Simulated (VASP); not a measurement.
# K (Pm-3n) in VASP: notebook

K is run at these levels: PBE; tasks: single point, relaxation of cell and atoms.

All numbers are computed with VASP 6.6.1; they aren't measurements. Logs are shortened: lines on timing, memory, paths and dates and some standing lists are left out, and cuts for length are marked.

## (1) The cell of the first run

It takes space group Pm-3n (No. 223, cubic). Conventional cell: a = 8.425 Å, b = 8.425 Å, c = 8.425 Å, α = 90.00°, β = 90.00°, γ = 90.00°. K (site symmetry -4m2) has 14 K at 4.21 to 5.16 Å within 5.5 Å.

## (2) Single point, PBE

Contents of INCAR:

```
  PREC = Accurate
  ENCUT = 520
  EDIFF = 1E-6
  ISMEAR = -1
  SIGMA = 0.1
  LREAL = False
  LASPH = True
  NELM = 60
  ALGO = Normal
  ISIF = 2
  LWAVE = False
  LCHARG = False
  GGA = PE
  NBANDS = 46
```

Contents of KPOINTS:

```
Automatic mesh
0
Gamma
  3 3 3
```

Contents of POSCAR:

```
K
1.0
    8.4248795972      0.0000000000      0.0000000000
    0.0000000000      8.4248795972      0.0000000000
    0.0000000000      0.0000000000      8.4248795972
K
8
Direct
    0.0000000000      1.0000000000      0.0000000000
    0.5000000000      0.5000000000      0.5000000000
    0.2500000000      0.0000000000      0.5000000000
    0.7500000000      0.0000000000      0.5000000000
    0.5000000000      0.2500000000      1.0000000000
    0.5000000000      0.7500000000      0.0000000000
    1.0000000000      0.5000000000      0.2500000000
    1.0000000000      0.5000000000      0.7500000000
```

Potentials or basis: VASP PAW PBE potentials, release 64 (K_sv).

The run is started by

```sh
$ cat potpaw_PBE.64/K_sv/POTCAR > POTCAR
$ mpirun -np 1 vasp_std > vasp.out
```

OUTCAR:

```text
PREC = Accurate
   ENCUT = 520
   EDIFF = 1E-6
   ISMEAR = -1
   LREAL = False
   LASPH = True
   NELM = 60
   ISIF = 2
   GGA = PE

 ion  position               nearest neighbor table
   1  0.000  0.000  0.000-
   2  0.500  0.500  0.500-
   3  0.250  0.000  0.500-
   4  0.750  0.000  0.500-
   5  0.500  0.250  0.000-
   6  0.500  0.750  0.000-
   7  0.000  0.500  0.250-
   8  0.000  0.500  0.750-

  LATTYP: Found a simple cubic cell.
 ALAT       =     8.4248795972

  Lattice vectors:

 A1 = (   8.4248795972,   0.0000000000,   0.0000000000)
 A2 = (   0.0000000000,   8.4248795972,   0.0000000000)
 A3 = (   0.0000000000,   0.0000000000,   8.4248795972)

Analysis of symmetry for initial positions (statically):
=====================================================================
 Subroutine PRICEL returns:
 Original cell was already a primitive cell.

 Routine SETGRP: Setting up the symmetry group for a
 simple cubic supercell.

 Subroutine GETGRP returns: Found 48 space group operations
 (whereof 24 operations were pure point group operations)
 out of a pool of 48 trial point group operations.

The static configuration has the point symmetry T_h .
 The point group associated with its full space group is O_h .

Analysis of symmetry for dynamics (positions and initial velocities):
=====================================================================
 Subroutine PRICEL returns:
 Original cell was already a primitive cell.

 Routine SETGRP: Setting up the symmetry group for a
 simple cubic supercell.

 Subroutine GETGRP returns: Found 48 space group operations
 (whereof 24 operations were pure point group operations)
 out of a pool of 48 trial point group operations.

The dynamic configuration has the point symmetry T_h .
 The point group associated with its full space group is O_h .

 Subroutine INISYM returns: Found 48 space group operations
 (whereof 24 operations are pure point group operations),
 and found     1 'primitive' translations

----------------------------------------------------------------------------------------

                                     Primitive cell

  volume of cell :     597.9861

  direct lattice vectors                    reciprocal lattice vectors
     8.424879597  0.000000000  0.000000000     0.118696058  0.000000000  0.000000000
     0.000000000  8.424879597  0.000000000     0.000000000  0.118696058  0.000000000
     0.000000000  0.000000000  8.424879597     0.000000000  0.000000000  0.118696058

  length of vectors
     8.424879597  8.424879597  8.424879597     0.118696058  0.118696058  0.118696058

  position of ions in fractional coordinates (direct lattice)
     0.000000000  0.000000000  0.000000000
     0.500000000  0.500000000  0.500000000
     0.250000000  0.000000000  0.500000000
     0.750000000  0.000000000  0.500000000
     0.500000000  0.250000000  0.000000000
     0.500000000  0.750000000  0.000000000
     0.000000000  0.500000000  0.250000000
     0.000000000  0.500000000  0.750000000

  ion indices of the primitive-cell ions
   primitive index   ion index
                 1           1
                 2           2
                 3           3
                 4           4
                 5           5
                 6           6
                 7           7
                 8           8

----------------------------------------------------------------------------------------

 KPOINTS: Automatic mesh

Automatic generation of k-mesh.
 Grid dimensions read from file:
 generate k-points for:    3    3    3

 Generating k-lattice:

  Cartesian coordinates                     Fractional coordinates (reciprocal lattice)
     0.039565353  0.000000000  0.000000000     0.333333333  0.000000000  0.000000000
     0.000000000  0.039565353  0.000000000     0.000000000  0.333333333  0.000000000
     0.000000000  0.000000000  0.039565353     0.000000000  0.000000000  0.333333333

  Length of vectors
     0.039565353  0.039565353  0.039565353

  Shift w.r.t. Gamma in fractional coordinates (k-lattice)
     0.000000000  0.000000000  0.000000000

 Subroutine IBZKPT returns following result:
 ===========================================

 Found      4 irreducible k-points:

 Following reciprocal coordinates:
            Coordinates               Weight
  0.000000  0.000000  0.000000      1.000000
  0.333333  0.000000  0.000000      6.000000
  0.333333  0.333333  0.000000     12.000000
  0.333333  0.333333  0.333333      8.000000
   k-points           NKPTS =      4   k-points in BZ     NKDIM =      4   number of bands    NBANDS=     46
   number of dos      NEDOS =    301   number of ions     NIONS =      8
   total plane-waves  NPLWV = 262144
   dimension x,y,z NGX =    64 NGY =   64 NGZ =   64
   dimension x,y,z NGXF=   128 NGYF=  128 NGZF=  128
   ions per type =               8
   NGX,Y,Z   is equivalent  to a cutoff of  12.63, 12.63, 12.63 a.u.
   NGXF,Y,Z  is equivalent  to a cutoff of  25.26, 25.26, 25.26 a.u.
 SYSTEM =  unknown system
   PREC   = accura    normal or accurate (medium, high low for compatibility)
   ISTART =      0    job   : 0-new  1-cont  2-samecut
   ICHARG =      2    charge: 1-file 2-atom 10-const
   ISPIN  =      1    spin polarized calculation?
   LNONCOLLINEAR =      F non collinear calculations
   LSORBIT =      F    spin-orbit coupling
   LASPH  =      T    aspherical Exc in radial PAW
   ENCUT  =  520.0 eV  38.22 Ry    6.18 a.u.  15.66 15.66 15.66*2*pi/ulx,y,z
   NELM   =     60;   NELMIN=  2; NELMDL= -5     # of ELM steps
   EDIFF  = 0.1E-05   stopping-criterion for ELM
   LREAL  =      F    real-space projection
   EDIFFG = 0.1E-04   stopping-criterion for IOM
   NSW    =      0    number of steps for IOM
   IBRION =     -1    ionic relax: 0-MD 1-quasi-New 2-CG
   NFREE  =      0    steps in history (QN), initial steepest desc. (CG)
   ISIF   =      2    stress and relaxation
   ISYM   =      2    0-nonsym 1-usesym 2-fastsym
   POTIM  = 0.5000    time-step for ionic-motion
   TEBEG  =    0.0;   TEEND  =   0.0 temperature during run
   PSTRESS=    0.0 pullay stress
   NELECT =      72.0000    total number of electrons
   NUPDOWN=      -1.0000    fix difference up-down
   EMIN   =  10.00;   EMAX   =-10.00  energy-range for DOS
   EFERMI =   0.00;   METHOD = LEGACY
   ISMEAR =    -1;   SIGMA  =   0.10  broadening in eV -4-tet -1-fermi 0-gaus
   EFERMI_NEDOS =   21; number of points for ismear=-14 and -15
   IALGO  =     38    algorithm
   IMIX   =      4    mixing-type and parameters
     AMIX     =   0.40;   BMIX     =  1.00
     AMIX_MAG =   1.60;   BMIX_MAG =  1.00
  volume/ion in A,a.u.               =      74.75       504.43
  Fermi-wavevector in a.u.,A,eV,Ry     =   0.808392  1.527639  8.891373  0.653497
  Thomas-Fermi vector in A             =   1.917189
   LORBIT       =      0    0 simple, 1 ext, 2 COOP (PROOUT), +10 PAW based schemes
   GGA     = PE    functional components
   LHFCALC =     F    Hartree Fock is set to
   AEXX    =    0.0000 exact exchange contribution
   IVDW    =     0    specifies the selected vdW correction
   LEPSILON=     F    determine dielectric tensor
   LRPA    =     F    only Hartree local field effects (RPA)
 non-spin polarized calculation
  energy-cutoff  :      520.00
  volume of cell :      597.99
 maximum number of plane-waves:     16135
 NGX is ok and might be reduce to    64
   NGX = 31   NGY = 31   NGZ = 31

 number of electron      71.9999975 magnetization

 Free energy of the ion-electron system (eV)
  ---------------------------------------------------
  ext. energy  EPLUGINS =         0.00000000
  ---------------------------------------------------
  free energy    TOTEN  =        -8.35007679 eV

  energy without entropy =       -8.09737416  energy(sigma->0) =       -8.22372548

 E-fermi :  -0.0971     XC(G=0):  -5.6100

 val. band max:       -0.1396771943   @ k =   0.0000   0.0000   0.0000
 cond. band min:      -0.0841338727   @ k =   0.3333   0.3333   0.3333
 fundamental gap:      0.0555433216
 Fermi energy:        -0.0970741502

 k-point     1 :       0.0000    0.0000    0.0000
  band No.  band energies     occupation
      1     -32.3072      2.00000
      2     -32.3058      2.00000
      3     -32.3058      2.00000
      4     -32.3005      2.00000
      5     -32.3005      2.00000
      6     -32.3005      2.00000
[... 38 lines left out ...]
     45       1.5133      0.00000
     46       1.6208      0.00000

 k-point     2 :       0.3333    0.0000    0.0000
  band No.  band energies     occupation
      1     -32.3066      2.00000
      2     -32.3060      2.00000
      3     -32.3047      2.00000
      4     -32.3020      2.00000
      5     -32.3005      2.00000
      6     -32.3005      2.00000
[... 38 lines left out ...]
     45       1.6709      0.00000
     46       1.6709      0.00000

 k-point     3 :       0.3333    0.3333    0.0000
  band No.  band energies     occupation
      1     -32.3062      2.00000
      2     -32.3050      2.00000
      3     -32.3045      2.00000
      4     -32.3020      2.00000
      5     -32.3020      2.00000
      6     -32.3005      2.00000
[... 38 lines left out ...]
     45       1.4646      0.00000
     46       1.5264      0.00000

 k-point     4 :       0.3333    0.3333    0.3333
  band No.  band energies     occupation
      1     -32.3051      2.00000
      2     -32.3046      2.00000
      3     -32.3046      2.00000
      4     -32.3019      2.00000
      5     -32.3019      2.00000
      6     -32.3019      2.00000
[... 38 lines left out ...]
     45       1.9346      0.00000
     46       2.0348      0.00000

------------------------ aborting loop because EDIFF is reached ----------------------------------------

  FORCE on cell =-STRESS in cart. coord.  units (eV):
  Direction    XX          YY          ZZ          XY          YZ          ZX
  --------------------------------------------------------------------------------------
  -------------------------------------------------------------------------------------
  Total       -0.0058489     -0.0058489     -0.0058489      0.0000000     -0.0000000     -0.0000000
  in kB       -0.0156709     -0.0156709     -0.0156709      0.0000000     -0.0000000     -0.0000000
  external PRESSURE =      -0.0156709 kB  Pullay stress =       0.0000000 kB

 VOLUME and BASIS-vectors are now :
 -----------------------------------------------------------------------------
  energy-cutoff  :      520.00
  volume of cell :      597.99
      direct lattice vectors                 reciprocal lattice vectors
     8.424879597  0.000000000  0.000000000     0.118696058  0.000000000  0.000000000
     0.000000000  8.424879597  0.000000000     0.000000000  0.118696058  0.000000000
     0.000000000  0.000000000  8.424879597     0.000000000  0.000000000  0.118696058

 POSITION                                       TOTAL-FORCE (eV/Angst)
 -----------------------------------------------------------------------------------
      0.00000      0.00000      0.00000         0.000000      0.000000     -0.000000
      4.21244      4.21244      4.21244         0.000000      0.000000     -0.000000
      2.10622      0.00000      4.21244        -0.000000     -0.000000     -0.000000
      6.31866      0.00000      4.21244         0.000000      0.000000      0.000000
      4.21244      2.10622      0.00000        -0.000000     -0.000000     -0.000000
      4.21244      6.31866      0.00000         0.000000      0.000000      0.000000
      0.00000      4.21244      2.10622        -0.000000     -0.000000     -0.000000
      0.00000      4.21244      6.31866         0.000000     -0.000000      0.000000
 -----------------------------------------------------------------------------------
    total drift:                                0.000000     -0.000000      0.000000

  FREE ENERGIE OF THE ION-ELECTRON SYSTEM (eV)
  ---------------------------------------------------
  free  energy   TOTEN  =        -8.3500767895 eV

  energy  without entropy=       -8.0973741606  energy(sigma->0) =       -8.22372548
```

It took 63 s on 1 thread of Intel Xeon 6975P-C (Granite Rapids), shared host; peak memory 0.53 GiB.

Results:

```yaml
Free_energy: -8.3501 eV
Pressure: 0.0 GPa
Band_gap_on_the_k_mesh: zero (bands 36 and 37 overlap by 0.18 eV)
```

## (3) Single point, PBE

Contents of INCAR:

```
SYSTEM = K
PREC = Accurate
ENCUT = 520
EDIFF = 1E-7
ISMEAR = -1
SIGMA = 0.1
LREAL = .FALSE.
LASPH = .TRUE.
NELM = 80
ALGO = Normal
ISIF = 2
LWAVE = .FALSE.
LCHARG = .FALSE.
GGA = PE
NBANDS = 46
```

Contents of KPOINTS:

```
Automatic mesh
0
G
  4 4 4
  0 0 0
```

POSCAR is that of step 2.

Potentials or basis: VASP PAW PBE potentials, release 64 (K_sv).

The run is started by

```sh
$ cat potpaw_PBE.64/K_sv/POTCAR > POTCAR
$ mpirun -np 1 vasp_std > vasp.out
```

Wall time 2.8 min (1 thread of Intel Xeon 6975P-C (Granite Rapids), shared host); peak memory 0.61 GiB.

Results (log left out):

```yaml
Free_energy: -8.3991 eV
Pressure: 0.0 GPa
Band_gap_on_the_k_mesh: zero (bands 36 and 37 overlap by 0.91 eV)
```

Levels at points of the mesh, in eV from the Fermi level:
```tsv
k point	band 33	band 34	band 35	band 36	band 37	band 38	band 39	band 40
(0.00, 0.00, 0.00)	-2.15	-0.02	-0.02	0.00	0.13	0.13	0.13	1.59
(0.50, 0.00, 0.00)	-1.56	-1.56	0.46	0.46	0.49	0.49	0.58	0.58
(0.50, 0.50, 0.00)	-0.99	-0.99	-0.99	-0.98	0.82	0.89	0.91	0.91
(0.50, 0.50, 0.50)	-0.46	-0.46	-0.45	-0.45	-0.45	-0.45	-0.45	-0.45
```

## (4) Relaxation of cell and atoms, PBE

This run uses another cell than the first one, of 71.32 Å³/atom.

Contents of INCAR:

```
SYSTEM = K
  PREC = Accurate
  ENCUT = 600
  EDIFF = 1E-6
  ISMEAR = -1
  SIGMA = 0.1
  LREAL = .False.
  LASPH = .True.
  NELM = 60
  ALGO = Normal
  ISIF = 3
  LWAVE = .False.
  LCHARG = .False.
  GGA = PE
  IBRION = 2
  NSW = 80
  EDIFFG = -0.01
```

Contents of KPOINTS:

```
Automatic mesh
0
Gamma
  3 3 3
  0 0 0
```

Contents of POSCAR:

```
K
1.0
    8.2941704965      0.0000000000      0.0000000000
    0.0000000000      8.2941704965      0.0000000000
    0.0000000000      0.0000000000      8.2941704965
K
8
Direct
    0.0000000000      0.0000000000      0.0000000000
    0.5000000000      0.5000000000      0.5000000000
    0.2500000000      0.0000000000      0.5000000000
    0.7500000000      0.0000000000      0.5000000000
    0.5000000000      0.2500000000      0.0000000000
    0.5000000000      0.7500000000      0.0000000000
    0.0000000000      0.5000000000      0.2500000000
    0.0000000000      0.5000000000      0.7500000000
```

The run is started by

```sh
$ cat potpaw_PBE.64/K_sv/POTCAR > POTCAR
$ mpirun -np 1 vasp_std > vasp.out
```

Wall time 4 min (1 thread of Intel Xeon 6975P-C (Granite Rapids), shared host); peak memory 0.76 GiB.

Results (log left out):

```yaml
Free_energy: -8.3502 eV
Relaxed_volume: 74.87 Å³/atom
Relaxed_cell: a = 8.430 Å, b = 8.430 Å, c = 8.430 Å, α = 90.00°, β = 90.00°, γ = 90.00°
Space_group_after_relaxing_to_0.1_Å: Pm-3n (No. 223)
Energy_gained_by_relaxing: 2.0 meV/atom
Ionic_steps: 4
Pressure_after_relaxing: 0.0 GPa
Band_gap_on_the_k_mesh: zero (bands 36 and 37 overlap by 0.18 eV)
```

Step by step:
```
step  energy change (eV)  largest force (eV/Å)  pressure (GPa)  volume (Å³)
   1              0.0000                0.0000            0.18       570.58
   2             -0.0067                0.0000            0.14       577.31
   3             -0.0153                0.0000            0.03       594.05
   4             -0.0157                0.0000            0.00       598.98
```

Final structure:
```
K
1.0
     8.42957    0.00000    0.00000
     0.00000    8.42957    0.00000
     0.00000    0.00000    8.42957
K
8
Direct
  0.00000 0.00000 0.00000
  0.50000 0.50000 0.50000
  0.25000 0.00000 0.50000
  0.75000 0.00000 0.50000
  0.50000 0.25000 0.00000
  0.50000 0.75000 0.00000
  0.00000 0.50000 0.25000
  0.00000 0.50000 0.75000
```

Levels at points of the mesh, in eV from the Fermi level:
```
           k point  band 32  band 33  band 34  band 35  band 36  band 37  band 38  band 39  band 40  band 41
(0.00, 0.00, 0.00)   -15.66    -2.19    -0.06    -0.06    -0.04     0.09     0.09     0.09     1.55     1.55
```

## (5) Overview

| task | cell | k mesh | cutoff (eV) | gap on the mesh (eV) | pressure (GPa) |
| --- | --- | --- | --- | --- | --- |
| single point | a = 8.425 Å, 8 atoms | 3 × 3 × 3 | 520 | none | 0.0 |
| single point | a = 8.425 Å, 8 atoms | 4 × 4 × 4 | 520 | none | 0.0 |
| relaxation of cell and atoms | relaxed from a = 8.294 Å, 8 atoms | 3 × 3 × 3 | 600 | none | 0.0 |

Alike in all rows: level PBE; potentials or basis VASP PAW PBE potentials, release 64 (K_sv); no spin polarisation; smearing fermi-dirac 0.1 eV.

Total energies depend on the potentials used, so only differences within one code and one set of settings carry meaning.
